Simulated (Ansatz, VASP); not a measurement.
## Two plane-wave programs on SrCl2

File POSCAR:

```
SrCl2
1.0
    0.0000000000      3.4649375496      3.4649375496
    3.4649375496      0.0000000000      3.4649375496
    3.4649375496      3.4649375496      0.0000000000
Sr Cl
1 2
Direct
    0.0000000000      0.0000000000      0.0000000000
    0.7500000000      0.7500000000      0.7500000000
    0.2500000000      0.2500000000      0.2500000000
```

INCAR.step1

```
PREC = Accurate
ENCUT = 520
ISMEAR = -1
SIGMA = 0.05
LREAL = False
LASPH = True
NELM = 60
NBANDS = 19
GGA = PE
ALGO = Normal
EDIFF = 1E-4
LWAVE = True
LCHARG = False
```

File INCAR.step2:

```
PREC = Accurate
ENCUT = 520
EDIFF = 1E-6
ISMEAR = -1
SIGMA = 0.05
LREAL = False
LASPH = True
NELM = 60
ALGO = Normal
ISIF = 2
LWAVE = False
LCHARG = False
METAGGA = R2SCAN
LMIXTAU = True
NBANDS = 19
ISTART = 1
```

Contents of KPOINTS:

```
regular mesh
0
Gamma
  7 7 7
```

The input input.yaml:

```yaml
crystal:
  lattice:
    - [0.0, 3.4649375496, 3.4649375496]
    - [3.4649375496, 0.0, 3.4649375496]
    - [3.4649375496, 3.4649375496, 0.0]
  atoms:
    - { symbol: Sr, position: [0.0, 0.0, 0.0] }
    - { symbol: Cl, position: [0.75, 0.75, 0.75] }
    - { symbol: Cl, position: [0.25, 0.25, 0.25] }
hamiltonian:
  xc: r2scan
  pseudopotentials: { kind: paw }
kpoints:
  mp_grid: { grid: [7, 7, 7] }
scf:
  occupations: { method: fermi_dirac, width: 0.05 }
output:
  forces: true
  stress: true
  eigenvalues: true
```

Alike in both runs: task single point; functional r2SCAN; k mesh 7 × 7 × 7; occupations fermi-dirac, width 0.05 eV; no spin polarisation.

|  | VASP | Ansatz |
| --- | --- | --- |
| version | VASP 6.6.1 | Ansatz 0.2.0 |
| potentials or method | VASP PAW PBE potentials, release 64 (Sr_sv, Cl) | Ansatz PAW |
| plane-wave cutoff (eV) | 520 | 500 |
| valence electrons in the cell | 24 | 24 |

|  | VASP | Ansatz | Ansatz less VASP |
| --- | --- | --- | --- |
| gap on the k mesh at the Fermi level (eV) | 6.08 | 6.08 | +0.001 |
| least direct gap on the mesh (eV) | 6.19 | 6.19 | -0.001 |
| pressure (GPa) | 1.2 | 1.1 | -0.06 |

VASP's potentials were made for PBE, not for r2SCAN.

Noted on Ansatz's run: odd divisions of the mesh miss points on the zone boundary, where band edges often lie, so the gap on the mesh can be too wide.
